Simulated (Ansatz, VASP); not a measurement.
# Ru in VASP and in Ansatz

File INCAR:

```
  PREC = Accurate
  ENCUT = 520
  EDIFF = 1E-7
  ISMEAR = 0
  SIGMA = 0.1
  LREAL = F
  LASPH = T
  NELM = 100
  ALGO = Normal
  ISIF = 2
  LWAVE = F
  LCHARG = F
  GGA = PE
  NBANDS = 28
```

File KPOINTS:

```
regular mesh
0
Gamma
  6 6 6
```

POSCAR

```
Ru
1.0
    4.3001243200      0.0000000000      0.0000000000
   -2.1500621600      3.7240169005      0.0000000000
    0.0000000000      0.0000000000      2.6593728439
Ru
3
Direct
    0.0000000000      0.0000000000      0.0000000000
    0.3333333333      0.6666666667      0.5000000000
    0.6666666667      0.3333333333      0.5000000000
```

Input for Ansatz:

```yaml
crystal:
  lattice:
    - [4.30012432, 0.0, 0.0]
    - [-2.15006216, 3.7240169005, 0.0]
    - [0.0, 0.0, 2.6593728439]
  atoms:
    - { symbol: Ru, position: [0.0, 0.0, 0.0] }
    - { symbol: Ru, position: [0.3333333333, 0.6666666667, 0.5] }
    - { symbol: Ru, position: [0.6666666667, 0.3333333333, 0.5] }
basis:
  ecutwfc: 420
kpoints:
  mp_grid: { grid: [6, 6, 6] }
hamiltonian:
  xc: pbe
scf:
  occupations: { method: gaussian, width: 0.1 }
output:
  forces: true
  stress: true
  eigenvalues: true
```

Alike in both runs: task single point; functional PBE; k mesh 6 × 6 × 6; occupations gaussian, width 0.1 eV; no spin polarisation.

|  | VASP | Ansatz |
| --- | --- | --- |
| version | VASP 6.6.1 | Ansatz 0.2.0 |
| potentials or method | VASP PAW PBE potentials, release 64 (Ru_pv), cutoff 520 eV | scalar-relativistic, plane waves, PAW |
| valence electrons in the cell | 42 | 48 |

|  | VASP | Ansatz | Ansatz less VASP |
| --- | --- | --- | --- |
| gap on the k mesh at the Fermi level (eV) | none | none | - |
| pressure (GPa) | -1.7 | -1.7 | +0.03 |
| traceless stress, the component that is largest in VASP (GPa) | 3.95 | 4.03 | +0.083 |

A gap of «none» marks a metal or a gap that the smearing closes. The functional is the same, so the differences come from potentials, cutoffs and numerics. VASP's potentials hold 42 valence electrons a cell and Ansatz's 48, so a difference there can come from the potentials and not from the codes.

The k mesh is coarse, so the values compare programs but aren't converged.
